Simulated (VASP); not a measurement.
# Ga2O3 (R-3c) in VASP: further runs

The runs below take Ga2O3 through single point, with PBE.

Everything below comes from runs of VASP 6.6.1. Logs are shortened: lines on timing, memory, paths and dates and some standing lists are left out, and cuts for length are marked.

**1. The cell of the first run**

Symmetry: R-3c, No. 167, trigonal system. The conventional cell has a = 4.974 Å, b = 4.974 Å, c = 13.577 Å, α = 90.00°, β = 90.00°, γ = 120.00°. Within 2.6 Å of Ga (site symmetry 3) lie 6 O at 1.94 to 2.06 Å. Within 3.0 Å of O (site symmetry 2) lie 4 Ga at 1.94 to 2.06 Å and 12 O at 2.64 to 3.00 Å.

**2. Single point, PBE**

INCAR reads:

```
PREC     = Accurate       # precision mode
ENCUT    = 600            # plane-wave cutoff, eV
EDIFF    = 1E-6           # SCF threshold, eV
ISMEAR   = 0              # smearing method
SIGMA    = 0.1            # smearing width, eV
LREAL    = False          # projectors in reciprocal space
LASPH    = True           # aspherical terms in the spheres
NELM     = 120            # most SCF steps
ALGO     = Normal         # electronic algorithm
ISIF     = 2              # what is computed and relaxed
LWAVE    = False          # write WAVECAR
LCHARG   = False          # write CHGCAR
GGA      = PE             # functional
NBANDS   = 55             # bands
GGA_COMPAT= False
```

KPOINTS reads:

```
regular mesh
0
Gamma
  6 6 6
```

POSCAR reads:

```
Ga2O3
1.0
    2.4869998300      1.4358700200      4.5258320900
   -2.4869998300      1.4358700200      4.5258320900
    0.0000000000     -2.8717400400      4.5258320900
Ga O
4 6
Direct
    0.6479040000      0.6479040000      0.6479040000
    0.8520960000      0.8520960000      0.8520960000
    0.1479040000      0.1479040000      0.1479040000
    0.3520960000      0.3520960000      0.3520960000
    0.4438545000      0.0561455000      0.7500000000
    0.9438545000      0.2500000000      0.5561455000
    0.0561455000      0.7500000000      0.4438545000
    0.7500000000      0.4438545000      0.0561455000
    0.2500000000      0.5561455000      0.9438545000
    0.5561455000      0.9438545000      0.2500000000
```

Potentials or basis: VASP PAW PBE potentials, release 64 (Ga_d, O).

Run with:

```
$ cat potpaw_PBE.64/Ga_d/POTCAR potpaw_PBE.64/O/POTCAR > POTCAR
$ mpirun -np 1 vasp_std > vasp.out
```

OUTCAR:

```text
PREC = Accurate
   ENCUT = 600
   EDIFF = 1E-6
   ISMEAR = 0
   LREAL = False
   LASPH = True
   NELM = 120
   ISIF = 2
   GGA = PE

 ion  position               nearest neighbor table
   1  0.648  0.648  0.648-   9 1.94  10 1.94   6 1.94   7 2.06   8 2.06   5 2.06   2 2.77   4 2.92
                             4 2.92   4 2.92
   2  0.852  0.852  0.852-   6 1.94  10 1.94   9 1.94   7 2.06   8 2.06   5 2.06   1 2.77   3 2.92
                             3 2.92   3 2.92
   3  0.148  0.148  0.148-   7 1.94   5 1.94   8 1.94   6 2.06   9 2.06  10 2.06   4 2.77   2 2.92
                             2 2.92   2 2.92
   4  0.352  0.352  0.352-   8 1.94   5 1.94   7 1.94   6 2.06   9 2.06  10 2.06   3 2.77   1 2.92
                             1 2.92   1 2.92
   5  0.444  0.056  0.750-   3 1.94   4 1.94   1 2.06   2 2.06
   6  0.944  0.250  0.556-   2 1.94   1 1.94   3 2.06   4 2.06
   7  0.056  0.750  0.444-   3 1.94   4 1.94   1 2.06   2 2.06
   8  0.750  0.444  0.056-   4 1.94   3 1.94   1 2.06   2 2.06
   9  0.250  0.556  0.944-   1 1.94   2 1.94   3 2.06   4 2.06
  10  0.556  0.944  0.250-   1 1.94   2 1.94   3 2.06   4 2.06

  LATTYP: Found a trigonal (rhomboedric) cell.
 ALAT       =     5.3600416953
 COS(alpha) =     0.5694286088

  Lattice vectors:

 A1 = (   2.4869998300,   1.4358700200,   4.5258320900)
 A2 = (  -2.4869998300,   1.4358700200,   4.5258320900)
 A3 = (   0.0000000000,  -2.8717400400,   4.5258320900)

Analysis of symmetry for initial positions (statically):
=====================================================================
 Subroutine PRICEL returns:
 Original cell was already a primitive cell.

 Routine SETGRP: Setting up the symmetry group for a
 trigonal (rhombohedral) supercell.

 Subroutine GETGRP returns: Found 12 space group operations
 (whereof  6 operations were pure point group operations)
 out of a pool of 12 trial point group operations.

The static configuration has the point symmetry S_6 .
 The point group associated with its full space group is D_3d.

Analysis of symmetry for dynamics (positions and initial velocities):
=====================================================================
 Subroutine PRICEL returns:
 Original cell was already a primitive cell.

 Routine SETGRP: Setting up the symmetry group for a
 trigonal (rhombohedral) supercell.

 Subroutine GETGRP returns: Found 12 space group operations
 (whereof  6 operations were pure point group operations)
 out of a pool of 12 trial point group operations.

The dynamic configuration has the point symmetry S_6 .
 The point group associated with its full space group is D_3d.

 Subroutine INISYM returns: Found 12 space group operations
 (whereof  6 operations are pure point group operations),
 and found     1 'primitive' translations

----------------------------------------------------------------------------------------

                                     Primitive cell

  volume of cell :      96.9707

  direct lattice vectors                    reciprocal lattice vectors
     2.486999830  1.435870020  4.525832090     0.201045450  0.116073645  0.073651282
    -2.486999830  1.435870020  4.525832090    -0.201045450  0.116073645  0.073651282
     0.000000000 -2.871740040  4.525832090     0.000000000 -0.232147290  0.073651282

  length of vectors
     5.360041695  5.360041695  5.360041694     0.243550560  0.243550560  0.243550560

  position of ions in fractional coordinates (direct lattice)
     0.647904000  0.647904000  0.647904000
     0.852096000  0.852096000  0.852096000
     0.147904000  0.147904000  0.147904000
     0.352096000  0.352096000  0.352096000
     0.443854500  0.056145500  0.750000000
     0.943854500  0.250000000  0.556145500
     0.056145500  0.750000000  0.443854500
     0.750000000  0.443854500  0.056145500
     0.250000000  0.556145500  0.943854500
     0.556145500  0.943854500  0.250000000

  ion indices of the primitive-cell ions
   primitive index   ion index
                 1           1
                 2           2
                 3           3
                 4           4
                 5           5
                 6           6
                 7           7
                 8           8
                 9           9
                10          10

----------------------------------------------------------------------------------------

 KPOINTS: regular mesh

Automatic generation of k-mesh.
 Grid dimensions read from file:
 generate k-points for:    6    6    6

 Generating k-lattice:

  Cartesian coordinates                     Fractional coordinates (reciprocal lattice)
     0.033507575  0.019345607  0.012275214     0.166666667  0.000000000  0.000000000
    -0.033507575  0.019345607  0.012275214     0.000000000  0.166666667  0.000000000
     0.000000000 -0.038691215  0.012275214     0.000000000  0.000000000  0.166666667

  Length of vectors
     0.040591760  0.040591760  0.040591760

  Shift w.r.t. Gamma in fractional coordinates (k-lattice)
     0.000000000  0.000000000  0.000000000

 Subroutine IBZKPT returns following result:
 ===========================================

 Found     32 irreducible k-points:

 Following reciprocal coordinates:
            Coordinates               Weight
  0.000000  0.000000  0.000000      1.000000
  0.166667 -0.000000  0.000000      6.000000
  0.333333 -0.000000 -0.000000      6.000000
  0.500000 -0.000000  0.000000      3.000000
  0.166667  0.166667 -0.000000      6.000000
  0.333333  0.166667 -0.000000     12.000000
[... 16 lines left out ...]
  0.500000  0.500000  0.166667      6.000000
 -0.333333  0.500000  0.166667     12.000000
 [... further k-points ...]
   k-points           NKPTS =     32   k-points in BZ     NKDIM =     32   number of bands    NBANDS=     55
   number of dos      NEDOS =    301   number of ions     NIONS =     10
   total plane-waves  NPLWV = 110592
   dimension x,y,z NGX =    48 NGY =   48 NGZ =   48
   dimension x,y,z NGXF=    96 NGYF=   96 NGZF=   96
   ions per type =               4   6
   NGX,Y,Z   is equivalent  to a cutoff of  14.89, 14.89, 14.89 a.u.
   NGXF,Y,Z  is equivalent  to a cutoff of  29.78, 29.78, 29.78 a.u.
 SYSTEM =  unknown system
   PREC   = accura    normal or accurate (medium, high low for compatibility)
   ISTART =      0    job   : 0-new  1-cont  2-samecut
   ICHARG =      2    charge: 1-file 2-atom 10-const
   ISPIN  =      1    spin polarized calculation?
   LNONCOLLINEAR =      F non collinear calculations
   LSORBIT =      F    spin-orbit coupling
   LASPH  =      T    aspherical Exc in radial PAW
   ENCUT  =  600.0 eV  44.10 Ry    6.64 a.u.  10.71 10.71 10.71*2*pi/ulx,y,z
   NELM   =    120;   NELMIN=  2; NELMDL= -5     # of ELM steps
   EDIFF  = 0.1E-05   stopping-criterion for ELM
   LREAL  =      F    real-space projection
[... 7 lines left out ...]
   TEBEG  =    0.0;   TEEND  =   0.0 temperature during run
   PSTRESS=    0.0 pullay stress
   NELECT =      88.0000    total number of electrons
   NUPDOWN=      -1.0000    fix difference up-down
   EMIN   =  10.00;   EMAX   =-10.00  energy-range for DOS
   EFERMI =   0.00;   METHOD = LEGACY
   ISMEAR =     0;   SIGMA  =   0.10  broadening in eV -4-tet -1-fermi 0-gaus
   EFERMI_NEDOS =   21; number of points for ismear=-14 and -15
   IALGO  =     38    algorithm
   IMIX   =      4    mixing-type and parameters
     AMIX     =   0.40;   BMIX     =  1.00
     AMIX_MAG =   1.60;   BMIX_MAG =  1.00
  volume/ion in A,a.u.               =       9.70        65.44
  Fermi-wavevector in a.u.,A,eV,Ry     =   1.584974  2.995167 34.179784  2.512143
  Thomas-Fermi vector in A             =   2.684510
   LORBIT       =      0    0 simple, 1 ext, 2 COOP (PROOUT), +10 PAW based schemes
   GGA     = PE    functional components
   LHFCALC =     F    Hartree Fock is set to
   AEXX    =    0.0000 exact exchange contribution
   IVDW    =     0    specifies the selected vdW correction
   LEPSILON=     F    determine dielectric tensor
   LRPA    =     F    only Hartree local field effects (RPA)
 non-spin polarized calculation
 Gauss-broadening in eV      SIGMA  =   0.10
  energy-cutoff  :      600.00
  volume of cell :       96.97
 maximum number of plane-waves:      3260
 NGX is ok and might be reduce to    48
   NGX = 21   NGY = 21   NGZ = 21

 number of electron      88.0000007 magnetization

 Free energy of the ion-electron system (eV)
  ---------------------------------------------------
  ext. energy  EPLUGINS =         0.00000000
  ---------------------------------------------------
  free energy    TOTEN  =       -59.23082826 eV

  energy without entropy =      -59.23082826  energy(sigma->0) =      -59.23082826

 E-fermi :   4.8828     XC(G=0): -12.1570

 val. band max:        4.4641249021   @ k =  -0.1667   0.1667   0.0000
 cond. band min:       7.2795168329   @ k =   0.0000   0.0000   0.0000
 fundamental gap:      2.8153919308
 Fermi energy:         4.8828312737

 k-point     1 :       0.0000    0.0000    0.0000
  band No.  band energies     occupation
      1     -14.5161      2.00000
      2     -12.5229      2.00000
      3     -12.5229      2.00000
      4     -12.5130      2.00000
      5     -12.4504      2.00000
      6     -12.4504      2.00000
[... 47 lines left out ...]
     54      15.7098      0.00000
     55      17.0025      0.00000

 k-point     2 :       0.1667   -0.0000    0.0000
  band No.  band energies     occupation
      1     -14.3897      2.00000
      2     -12.6413      2.00000
      3     -12.5349      2.00000
      4     -12.5267      2.00000
      5     -12.4711      2.00000
      6     -12.4696      2.00000
[... 47 lines left out ...]
     54      16.4151      0.00000
     55      16.7944      0.00000
[... 1216 lines left out ...]
     54      16.8165      0.00000
     55      16.8371      0.00000

 k-point    24 :      -0.3333    0.5000    0.1667
  band No.  band energies     occupation
      1     -13.4856      2.00000
      2     -13.1752      2.00000
      3     -12.8587      2.00000
      4     -12.7404      2.00000
      5     -12.5107      2.00000
      6     -12.4804      2.00000
[... 47 lines left out ...]
     54      16.6562      0.00000
     55      16.8905      0.00000

 [... further k-points ...]
[... 5 lines left out ...]
  --------------------------------------------------------------------------------------
  -------------------------------------------------------------------------------------
  Total        5.8043790      5.8043790      4.8765516     -0.0000000      0.0000000      0.0000000
  in kB       95.9015827     95.9015825     80.5717575     -0.0000000      0.0000000      0.0000000
  external PRESSURE =      90.7916409 kB  Pullay stress =       0.0000000 kB

 VOLUME and BASIS-vectors are now :
 -----------------------------------------------------------------------------
  energy-cutoff  :      600.00
  volume of cell :       96.97
      direct lattice vectors                 reciprocal lattice vectors
     2.486999830  1.435870020  4.525832090     0.201045450  0.116073645  0.073651282
    -2.486999830  1.435870020  4.525832090    -0.201045450  0.116073645  0.073651282
     0.000000000 -2.871740040  4.525832090     0.000000000 -0.232147290  0.073651282

 POSITION                                       TOTAL-FORCE (eV/Angst)
 -----------------------------------------------------------------------------------
      0.00000      0.00000      8.79691         0.000000     -0.000000     -0.513193
      0.00000      0.00000     11.56933         0.000000      0.000000      0.513193
      0.00000      0.00000      2.00817         0.000000     -0.000000     -0.513193
      0.00000      0.00000      4.78058         0.000000      0.000000      0.513193
      0.96423     -1.43587      5.65729         0.078716     -0.000000      0.000000
      1.72562      0.11711      7.92021         0.039358      0.068170      0.000000
     -1.72562     -0.11711      5.65729        -0.039358     -0.068170      0.000000
      0.76138      1.55298      5.65729        -0.039358      0.068170      0.000000
     -0.76138     -1.55298      7.92021         0.039358     -0.068170      0.000000
     -0.96423      1.43587      7.92021        -0.078716     -0.000000     -0.000000
 -----------------------------------------------------------------------------------
    total drift:                                0.000000      0.000000     -0.000000

  FREE ENERGIE OF THE ION-ELECTRON SYSTEM (eV)
  ---------------------------------------------------
  free  energy   TOTEN  =       -59.2308282582 eV

  energy  without entropy=      -59.2308282582  energy(sigma->0) =      -59.23082826
```

Run time: 8.5 min. Hardware: 1 thread of Oxide Virtual Turin-like, shared host; peak memory 0.36 GiB.

What came out:

| Quantity | Value |
| --- | --- |
| Free energy | -59.2308 eV |
| Pressure | 9.1 GPa |
| Largest force | 0.513 eV/Å |
| Band gap on the k mesh | 2.82 eV (least direct gap 3.06 eV) |

Forces in eV/Å, atoms in the order of the input:
```
Ga   0.000  0.000 -0.513
Ga   0.000  0.000  0.513
Ga   0.000  0.000 -0.513
Ga   0.000  0.000  0.513
O    0.079  0.000  0.000
O    0.039  0.068  0.000
O   -0.039 -0.068  0.000
O   -0.039  0.068  0.000
O    0.039 -0.068  0.000
O   -0.079  0.000  0.000
```

Levels at points of the mesh, in eV from the valence-band top:
| k point | band 42 | band 43 | band 44 | band 45 | band 46 | band 47 |
| --- | --- | --- | --- | --- | --- | --- |
| (0.00, 0.00, 0.00) | -0.27 | -0.24 | -0.24 | 2.82 | 6.66 | 6.99 |
| (0.50, 0.00, 0.00) | -0.97 | -0.17 | -0.17 | 6.33 | 6.33 | 6.79 |
| (0.50, 0.50, 0.00) | -0.72 | -0.27 | -0.13 | 6.50 | 6.73 | 7.69 |
| (0.50, 0.50, 0.50) | -0.27 | -0.27 | -0.27 | 5.86 | 5.86 | 7.83 |

Caveat: the cell stands under pressure.

**3. Single point, PBE**

This run uses another cell than the first one, of 10.06 Å³/atom.

INCAR reads:

```
ALGO = Normal ; EDIFF = 1E-6
ENCUT = 600 ; GGA = PE
GGA_COMPAT = F ; ISIF = 2
ISMEAR = 0 ; LASPH = T
LCHARG = F ; LREAL = F
LWAVE = F ; NBANDS = 55
NELM = 120 ; PREC = Accurate
SIGMA = 0.1
```

KPOINTS reads:

```
k-points
0
Gamma
  6 6 6
```

POSCAR reads:

```
Ga2O3
1.0
    2.5287174652      1.4599557092      4.5410749052
   -2.5287174652      1.4599557092      4.5410749052
    0.0000000000     -2.9199114184      4.5410749052
Ga O
4 6
Direct
    0.6441583187      0.6441583187      0.6441583187
    0.8558416813      0.8558416813      0.8558416813
    0.1441583187      0.1441583187      0.1441583187
    0.3558416813      0.3558416813      0.3558416813
    0.4468793625      0.0531206375      0.7500000000
    0.9468793625      0.2500000000      0.5531206375
    0.0531206375      0.7500000000      0.4468793625
    0.7500000000      0.4468793625      0.0531206375
    0.2500000000      0.5531206375      0.9468793625
    0.5531206375      0.9468793625      0.2500000000
```

Potentials or basis: VASP PAW PBE potentials, release 64 (Ga_d, O).

Run with:

```
$ cat potpaw_PBE.64/Ga_d/POTCAR potpaw_PBE.64/O/POTCAR > POTCAR
$ mpirun -np 1 vasp_std > vasp.out
```

It took 8.2 min on 1 thread of Oxide Virtual Turin-like, shared host; peak memory 0.37 GiB.

Results (log left out):

```yaml
Free_energy: -59.4082 eV
Pressure: 0.7 GPa
Largest_force: 0.012 eV/Å
Band_gap_on_the_k_mesh: 2.39 eV (least direct gap 2.63 eV)
```

Forces in eV/Å, atoms in the order of the input:
```
Ga   0.000  0.000 -0.012
Ga   0.000  0.000  0.012
Ga   0.000  0.000 -0.012
Ga   0.000  0.000  0.012
O    0.000  0.000  0.000
O    0.000  0.000  0.000
O    0.000  0.000  0.000
O    0.000  0.000  0.000
O    0.000  0.000  0.000
O    0.000  0.000  0.000
```

Stress tensor (GPa, compression positive):
```
0.78 0.00 0.00
0.00 0.78 0.00
0.00 0.00 0.64
```

Levels at points of the mesh, in eV from the valence-band top:
```
           k point  band 41  band 42  band 43  band 44  band 45  band 46  band 47  band 48
(0.00, 0.00, 0.00)    -0.32    -0.31    -0.23    -0.23     2.39     6.30     6.55     8.51
(0.50, 0.00, 0.00)    -0.93    -0.93    -0.15    -0.15     6.01     6.01     6.37     6.37
(0.50, 0.50, 0.00)    -0.82    -0.69    -0.25    -0.15     6.12     6.34     7.23     7.27
(0.50, 0.50, 0.50)    -0.29    -0.29    -0.29    -0.29     5.47     5.47     7.48     7.48
```

A k mesh can miss the band edges.
